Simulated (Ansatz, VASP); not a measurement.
## One calculation of NaF, two programs

```
Na F
1.0
     3.84973    0.00000    0.00000
    -1.92487    3.33397    0.00000
     0.00000    0.00000    4.53496
Na F
2 2
Direct
  0.33333 0.66667 0.25000
  0.66667 0.33333 0.75000
  0.66667 0.33333 0.25000
  0.33333 0.66667 0.75000
```

Alike in both runs: task single point; functional r2SCAN; dispersion rVV10; k mesh 12 × 12 × 6; occupations fermi-dirac, width 0.03 eV; no spin polarisation.

|  | VASP | Ansatz |
| --- | --- | --- |
| version | VASP 6.6.1 | Ansatz 0.2.0 |
| potentials or method | VASP PAW PBE potentials, release 64 (Na_pv, F) | plane waves, PAW |
| plane-wave cutoff (eV) | 520 | 500 |
| valence electrons in the cell | 28 | 32 |

```tsv
	VASP	Ansatz	Ansatz less VASP
gap on the k mesh at the Fermi level (eV)	6.27	6.26	-0.011
pressure (GPa)	-0.6	0.0	+0.60
```

VASP's potentials were made for PBE, not for r2SCAN. VASP's potentials hold 28 valence electrons a cell and Ansatz's 32, so a difference there can come from the potentials and not from the codes.
